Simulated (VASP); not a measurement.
Crystal: BeAl2.

```
CELL_PARAMETERS angstrom
0.00000 3.36141 3.36141
3.36141 0.00000 3.36141
3.36141 3.36141 0.00000
ATOMIC_POSITIONS crystal
Be 0.00000 0.00000 0.00000
Be 0.25000 0.25000 0.25000
Al 0.62500 0.62500 0.62500
Al 0.12500 0.62500 0.62500
Al 0.62500 0.62500 0.12500
Al 0.62500 0.12500 0.62500
```

```yaml
Program: VASP 6.6.1
Task: relaxation of cell and atoms
Functional: PBE
Potentials_or_basis: VASP PAW PBE potentials, release 64 (Be, Al)
Cutoff: 600 eV
k_mesh: 4 × 4 × 4
Occupations: gaussian, width 0.1 eV
Spin: no spin polarisation
```

At the start: pressure 27.2 GPa; volume 12.66 Å³/atom.

Question: How do energy, volume and symmetry change on relaxing?

Answer: Over 3 steps the energy falls by 233.6 meV/atom and the volume is 15.97 Å³/atom (+26.1 %); space group Fd-3m (No. 227, to 0.05 Å).

The path:
```tsv
step	energy change (eV)	largest force (eV/Å)	pressure (GPa)	volume (Å³)
1	0.0000	0.0000	27.19	75.96
2	-1.3276	0.0000	-3.76	102.11
3	-1.4016	0.0000	0.23	95.82
```

Final structure:
```
Be Al
1.0
     0.00000    3.63198    3.63198
     3.63198    0.00000    3.63198
     3.63198    3.63198    0.00000
Be Al
2 4
Cartesian
  0.0000 0.0000 0.0000
  1.8160 1.8160 1.8160
  4.5400 4.5400 4.5400
  4.5400 2.7240 2.7240
  2.7240 2.7240 4.5400
  2.7240 4.5400 2.7240
```

Caveat: the k points lie up to 0.37 Å⁻¹ apart in the final cell; the volume moved by over 15 % at a fixed basis, so the end points are rough.
